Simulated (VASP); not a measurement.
# Bi2Te3 (Cm) in VASP: single point with PBE

Aim: the single point of Bi2Te3 with PBE.

Program: VASP 6.6.1. These are calculated values, not measurements. Logs are shortened: lines on timing, memory, paths and dates and some standing lists are left out, and cuts for length are marked.

## 1. The cell of the first run

The structure is monoclinic, space group Cm (No. 8). The conventional cell has a = 7.597 Å, b = 4.386 Å, c = 10.476 Å, α = 90.00°, β = 103.99°, γ = 90.00°. Within 4.0 Å of Bi (site symmetry m) lie 6 Te at 3.07 to 3.25 Å. Bi (site symmetry m) has 6 Te at 3.00 to 3.33 Å within 3.9 Å. Te (site symmetry m) has 6 Bi at 3.09 to 3.33 Å within 4.1 Å. Te (site symmetry m) has 3 Bi at 3.00 to 3.24 Å and 3 Te at 3.64 Å within 3.9 Å. Te (site symmetry m) has 3 Bi at 3.07 Å and 3 Te at 3.64 Å within 4.0 Å.

## 2. Single point, PBE

Input file INCAR:

```
PREC = Accurate ; ENCUT = 520
EDIFF = 1E-6 ; ISMEAR = 0
SIGMA = 0.01 ; LREAL = False
LASPH = True ; NELM = 60
ALGO = Normal ; ISIF = 2
LWAVE = False ; LCHARG = False
GGA = PE ; NBANDS = 32
```

Input file KPOINTS:

```
regular mesh
0
Gamma
  6 6 6
```

Input file POSCAR:

```
Bi2Te3
1.0
    2.1930000000      1.2661290000     10.1656670000
   -2.1930000000      1.2661290000     10.1656670000
    0.0000000000     -2.5322580000     10.1656670000
Bi Te
2 3
Direct
    0.4000000000      0.4000000000      0.4000000000
    0.6263269646      0.6263269646      0.5473460708
    0.0000000000      0.0000000000      0.0000000000
    0.2095000000      0.2095000000      0.2095000000
    0.7905000000      0.7905000000      0.7905000000
```

Potentials or basis: VASP PAW PBE potentials, release 64 (Bi_d, Te).

On the command line:

```sh
$ cat potpaw_PBE.64/Bi_d/POTCAR potpaw_PBE.64/Te/POTCAR > POTCAR
$ mpirun -np 1 vasp_std > vasp.out
```

OUTCAR:

```text
PREC = Accurate
   ENCUT = 520
   EDIFF = 1E-6
   ISMEAR = 0
   LREAL = False
   LASPH = True
   NELM = 60
   ISIF = 2
   GGA = PE

 ion  position               nearest neighbor table
   1  0.400  0.400  0.400-   5 3.07   5 3.07   5 3.07   3 3.25   3 3.25   3 3.25
   2  0.626  0.626  0.547-   4 3.00   4 3.00   3 3.09   4 3.24   3 3.33   3 3.33
   3  0.000  0.000  0.000-   2 3.09   1 3.25   1 3.25   1 3.25   2 3.33   2 3.33
   4  0.209  0.209  0.209-   2 3.00   2 3.00   2 3.24   5 3.64   5 3.64   5 3.64
   5  0.791  0.791  0.791-   1 3.07   1 3.07   1 3.07   4 3.64   4 3.64   4 3.64

  LATTYP: Found a trigonal (rhomboedric) cell.
 ALAT       =    10.4763121946
 COS(alpha) =     0.9123624163

  Lattice vectors:

 A1 = (   2.1930000000,   1.2661290000,  10.1656670000)
 A2 = (  -2.1930000000,   1.2661290000,  10.1656670000)
 A3 = (   0.0000000000,  -2.5322580000,  10.1656670000)

Analysis of symmetry for initial positions (statically):
=====================================================================
 Subroutine PRICEL returns:
 Original cell was already a primitive cell.

 Routine SETGRP: Setting up the symmetry group for a
 trigonal (rhombohedral) supercell.

 Subroutine GETGRP returns: Found  2 space group operations
 (whereof  2 operations were pure point group operations)
 out of a pool of 12 trial point group operations.

The static configuration has the point symmetry C_1h.

Analysis of symmetry for dynamics (positions and initial velocities):
=====================================================================
 Subroutine PRICEL returns:
 Original cell was already a primitive cell.

 Routine SETGRP: Setting up the symmetry group for a
 trigonal (rhombohedral) supercell.

 Subroutine GETGRP returns: Found  2 space group operations
 (whereof  2 operations were pure point group operations)
 out of a pool of 12 trial point group operations.

The dynamic configuration has the point symmetry C_1h.

 Subroutine INISYM returns: Found  2 space group operations
 (whereof  2 operations are pure point group operations),
 and found     1 'primitive' translations

----------------------------------------------------------------------------------------

                                     Primitive cell

  volume of cell :     169.3572

  direct lattice vectors                    reciprocal lattice vectors
     2.193000000  1.266129000 10.165667000     0.227998176  0.131634823  0.032790109
    -2.193000000  1.266129000 10.165667000    -0.227998176  0.131634823  0.032790109
     0.000000000 -2.532258000 10.165667000     0.000000000 -0.263269646  0.032790109

  length of vectors
    10.476312195 10.476312195 10.476312144     0.265303762  0.265303762  0.265303784

  position of ions in fractional coordinates (direct lattice)
     0.400000000  0.400000000  0.400000000
     0.626326965  0.626326965  0.547346071
     0.000000000  0.000000000  0.000000000
     0.209500000  0.209500000  0.209500000
     0.790500000  0.790500000  0.790500000

  ion indices of the primitive-cell ions
   primitive index   ion index
                 1           1
                 2           2
                 3           3
                 4           4
                 5           5

----------------------------------------------------------------------------------------

 KPOINTS: regular mesh

Automatic generation of k-mesh.
 Grid dimensions read from file:
 generate k-points for:    6    6    6

 Generating k-lattice:

  Cartesian coordinates                     Fractional coordinates (reciprocal lattice)
     0.037999696  0.021939137  0.005465018     0.166666667  0.000000000  0.000000000
    -0.037999696  0.021939137  0.005465018     0.000000000  0.166666667  0.000000000
     0.000000000 -0.043878274  0.005465018     0.000000000  0.000000000  0.166666667

  Length of vectors
     0.044217294  0.044217294  0.044217297

  Shift w.r.t. Gamma in fractional coordinates (k-lattice)
     0.000000000  0.000000000  0.000000000

 Subroutine IBZKPT returns following result:
 ===========================================

 Found     68 irreducible k-points:

 Following reciprocal coordinates:
            Coordinates               Weight
  0.000000  0.000000  0.000000      1.000000
  0.166667 -0.000000  0.000000      4.000000
  0.000000  0.000000  0.166667      2.000000
  0.333333  0.000000  0.000000      4.000000
  0.000000  0.000000  0.333333      2.000000
  0.500000  0.000000  0.000000      2.000000
[... 16 lines left out ...]
  0.500000  0.333333  0.000000      4.000000
  0.500000 -0.000000 -0.333333      4.000000
 [... further k-points ...]
   k-points           NKPTS =     68   k-points in BZ     NKDIM =     68   number of bands    NBANDS=     32
   number of dos      NEDOS =    301   number of ions     NIONS =      5
   total plane-waves  NPLWV = 512000
   dimension x,y,z NGX =    80 NGY =   80 NGZ =   80
   dimension x,y,z NGXF=   160 NGYF=  160 NGZF=  160
   ions per type =               2   3
   NGX,Y,Z   is equivalent  to a cutoff of  12.69, 12.69, 12.69 a.u.
   NGXF,Y,Z  is equivalent  to a cutoff of  25.39, 25.39, 25.39 a.u.
 SYSTEM =  unknown system
   PREC   = accura    normal or accurate (medium, high low for compatibility)
   ISTART =      0    job   : 0-new  1-cont  2-samecut
   ICHARG =      2    charge: 1-file 2-atom 10-const
   ISPIN  =      1    spin polarized calculation?
   LNONCOLLINEAR =      F non collinear calculations
   LSORBIT =      F    spin-orbit coupling
   LASPH  =      T    aspherical Exc in radial PAW
   ENCUT  =  520.0 eV  38.22 Ry    6.18 a.u.  19.48 19.48 19.48*2*pi/ulx,y,z
   NELM   =     60;   NELMIN=  2; NELMDL= -5     # of ELM steps
   EDIFF  = 0.1E-05   stopping-criterion for ELM
   LREAL  =      F    real-space projection
   EDIFFG = 0.1E-04   stopping-criterion for IOM
   NSW    =      0    number of steps for IOM
   IBRION =     -1    ionic relax: 0-MD 1-quasi-New 2-CG
   NFREE  =      0    steps in history (QN), initial steepest desc. (CG)
   ISIF   =      2    stress and relaxation
   ISYM   =      2    0-nonsym 1-usesym 2-fastsym
   POTIM  = 0.5000    time-step for ionic-motion
   TEBEG  =    0.0;   TEEND  =   0.0 temperature during run
   PSTRESS=    0.0 pullay stress
   NELECT =      48.0000    total number of electrons
   NUPDOWN=      -1.0000    fix difference up-down
   EMIN   =  10.00;   EMAX   =-10.00  energy-range for DOS
   EFERMI =   0.00;   METHOD = LEGACY
   ISMEAR =     0;   SIGMA  =   0.01  broadening in eV -4-tet -1-fermi 0-gaus
   EFERMI_NEDOS =   21; number of points for ismear=-14 and -15
   IALGO  =     38    algorithm
   IMIX   =      4    mixing-type and parameters
     AMIX     =   0.40;   BMIX     =  1.00
     AMIX_MAG =   1.60;   BMIX_MAG =  1.00
  volume/ion in A,a.u.               =      33.87       228.58
  Fermi-wavevector in a.u.,A,eV,Ry     =   1.075360  2.032136 15.733774  1.156400
  Thomas-Fermi vector in A             =   2.211215
   LORBIT       =      0    0 simple, 1 ext, 2 COOP (PROOUT), +10 PAW based schemes
   GGA     = PE    functional components
   LHFCALC =     F    Hartree Fock is set to
   AEXX    =    0.0000 exact exchange contribution
   IVDW    =     0    specifies the selected vdW correction
   LEPSILON=     F    determine dielectric tensor
   LRPA    =     F    only Hartree local field effects (RPA)
 non-spin polarized calculation
 Gauss-broadening in eV      SIGMA  =   0.01
  energy-cutoff  :      520.00
  volume of cell :      169.36
 maximum number of plane-waves:      4580
 NGX is ok and might be reduce to    80
   NGX = 39   NGY = 39   NGZ = 39

 number of electron      48.0000004 magnetization

 Free energy of the ion-electron system (eV)
  ---------------------------------------------------
  ext. energy  EPLUGINS =         0.00000000
  ---------------------------------------------------
  free energy    TOTEN  =       -18.28347375 eV

  energy without entropy =      -18.28347375  energy(sigma->0) =      -18.28347375

 E-fermi :   6.2515     XC(G=0):  -9.3265

 val. band max:        6.2072365709   @ k =   0.0000   0.0000   0.0000
 cond. band min:       6.5253336304   @ k =   0.0000   0.0000   0.0000
 fundamental gap:      0.3180970595
 Fermi energy:         6.2514709306

 k-point     1 :       0.0000    0.0000    0.0000
  band No.  band energies     occupation
      1     -17.0006      2.00000
      2     -17.0002      2.00000
      3     -16.9968      2.00000
      4     -16.9913      2.00000
      5     -16.9900      2.00000
      6     -16.9880      2.00000
[... 24 lines left out ...]
     31      11.0227      0.00000
     32      11.5557      0.00000

 k-point     2 :       0.1667   -0.0000    0.0000
  band No.  band energies     occupation
      1     -17.0022      2.00000
      2     -16.9979      2.00000
      3     -16.9963      2.00000
      4     -16.9902      2.00000
      5     -16.9899      2.00000
      6     -16.9889      2.00000
[... 24 lines left out ...]
     31      10.3656      0.00000
     32      11.1914      0.00000

 k-point     3 :       0.0000    0.0000    0.1667
  band No.  band energies     occupation
      1     -17.0027      2.00000
      2     -16.9989      2.00000
      3     -16.9977      2.00000
      4     -16.9900      2.00000
      5     -16.9879      2.00000
      6     -16.9877      2.00000
[... 24 lines left out ...]
     31      10.4095      0.00000
     32      11.2802      0.00000

 k-point     4 :       0.3333    0.0000    0.0000
  band No.  band energies     occupation
      1     -17.0071      2.00000
      2     -16.9995      2.00000
      3     -16.9943      2.00000
      4     -16.9922      2.00000
      5     -16.9894      2.00000
      6     -16.9862      2.00000
[... 24 lines left out ...]
     31      10.3327      0.00000
     32      11.3276      0.00000

 k-point     5 :       0.0000    0.0000    0.3333
  band No.  band energies     occupation
      1     -17.0076      2.00000
      2     -17.0036      2.00000
      3     -16.9948      2.00000
      4     -16.9922      2.00000
      5     -16.9848      2.00000
      6     -16.9841      2.00000
[... 584 lines left out ...]
     31       9.8641      0.00000
     32      11.7803      0.00000

 k-point    22 :      -0.3333   -0.0000   -0.3333
  band No.  band energies     occupation
      1     -17.0070      2.00000
      2     -16.9995      2.00000
      3     -16.9943      2.00000
      4     -16.9922      2.00000
      5     -16.9894      2.00000
      6     -16.9862      2.00000
[... 24 lines left out ...]
     31       9.7805      0.00000
     32      11.7381      0.00000

 k-point    23 :       0.5000    0.3333    0.0000
  band No.  band energies     occupation
      1     -17.0068      2.00000
      2     -17.0034      2.00000
      3     -16.9964      2.00000
      4     -16.9915      2.00000
      5     -16.9862      2.00000
      6     -16.9847      2.00000
[... 24 lines left out ...]
     31      10.5893      0.00000
     32      12.0467      0.00000

 k-point    24 :       0.5000   -0.0000   -0.3333
  band No.  band energies     occupation
      1     -17.0068      2.00000
      2     -16.9983      2.00000
      3     -16.9958      2.00000
      4     -16.9915      2.00000
      5     -16.9911      2.00000
      6     -16.9854      2.00000
[... 24 lines left out ...]
     31      10.5614      0.00000
     32      12.0735      0.00000

 [... further k-points ...]

------------------------ aborting loop because EDIFF is reached ----------------------------------------

  FORCE on cell =-STRESS in cart. coord.  units (eV):
  Direction    XX          YY          ZZ          XY          YZ          ZX
  --------------------------------------------------------------------------------------
  -------------------------------------------------------------------------------------
  Total        2.4136613      2.1409988      2.1878016      0.0000000     -0.2959783      0.0000000
  in kB       22.8340632     20.2545819     20.6973528      0.0000000     -2.8000560      0.0000000
  external PRESSURE =      21.2619993 kB  Pullay stress =       0.0000000 kB

 VOLUME and BASIS-vectors are now :
 -----------------------------------------------------------------------------
  energy-cutoff  :      520.00
  volume of cell :      169.36
      direct lattice vectors                 reciprocal lattice vectors
     2.193000000  1.266129000 10.165667000     0.227998176  0.131634823  0.032790109
    -2.193000000  1.266129000 10.165667000    -0.227998176  0.131634823  0.032790109
     0.000000000 -2.532258000 10.165667000     0.000000000 -0.263269646  0.032790109

 POSITION                                       TOTAL-FORCE (eV/Angst)
 -----------------------------------------------------------------------------------
      0.00000      0.00000     12.19880         0.000000      0.152734      0.022753
      0.00000      0.20000     18.29820         0.000000     -0.514756      0.032337
      0.00000      0.00000      0.00000         0.000000      0.107287      0.047370
      0.00000      0.00000      6.38912         0.000000      0.366979     -0.081291
      0.00000      0.00000     24.10788         0.000000     -0.112243     -0.021170
 -----------------------------------------------------------------------------------
    total drift:                                0.000000      0.000029      0.000263

  FREE ENERGIE OF THE ION-ELECTRON SYSTEM (eV)
  ---------------------------------------------------
  free  energy   TOTEN  =       -18.2834737549 eV

  energy  without entropy=      -18.2834737549  energy(sigma->0) =      -18.28347375
```

Run time: 21 min. Hardware: 1 thread of Intel Xeon Platinum 8488C (Sapphire Rapids), shared host; peak memory 1.1 GiB.

Results:

```yaml
Free_energy: -18.2835 eV
Pressure: 2.1 GPa
Largest_force: 0.516 eV/Å
Band_gap_on_the_k_mesh: 0.32 eV
```

Forces on the atoms (eV/Å):
```
Bi   0.000  0.153  0.023
Bi   0.000 -0.515  0.032
Te   0.000  0.107  0.047
Te   0.000  0.367 -0.081
Te   0.000 -0.112 -0.021
```

Caveat: spin-orbit coupling is left out, which moves the levels of the heavy elements. A k mesh can miss the band edges.
